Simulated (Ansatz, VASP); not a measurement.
# One calculation of Ge5Pd, two programs

```xyz
6
Lattice="0.0000 4.6086 4.6086 4.6086 0.0000 4.6086 4.6086 4.6086 0.0000" Properties=species:S:1:pos:R:3 pbc="T T T"
Ge    4.6086    4.6086    4.6086
Ge    5.9996    5.9996    5.9996
Ge    3.2177    3.2177    5.9996
Ge    3.2177    5.9996    3.2177
Ge    5.9996    3.2177    3.2177
Pd    0.0000    0.0000    0.0000
```

Alike in both runs: functional PBE; k mesh 4 × 4 × 4; occupations gaussian, width 0.1 eV; no spin polarisation.

Ansatz relaxed the structure, and its values are those at the end. VASP's run is a single point on that final structure, the one shown.

|  | VASP | Ansatz |
| --- | --- | --- |
| version | VASP 6.6.1 | Ansatz 0.2.0 |
| potentials or method | VASP PAW PBE potentials, release 64 (Ge_d, Pd), cutoff 520 eV | scalar-relativistic, plane waves, PAW |
| valence electrons in the cell | 80 | 88 |

```csv
,VASP,Ansatz,Ansatz less VASP
gap on the k mesh at the Fermi level (eV),none,none,-
pressure (GPa),0.0,0.0,+0.03
```

A gap of «none» marks a metal or a gap that the smearing closes. VASP's potentials hold 80 valence electrons a cell and Ansatz's 88, so a difference there can come from the potentials and not from the codes.
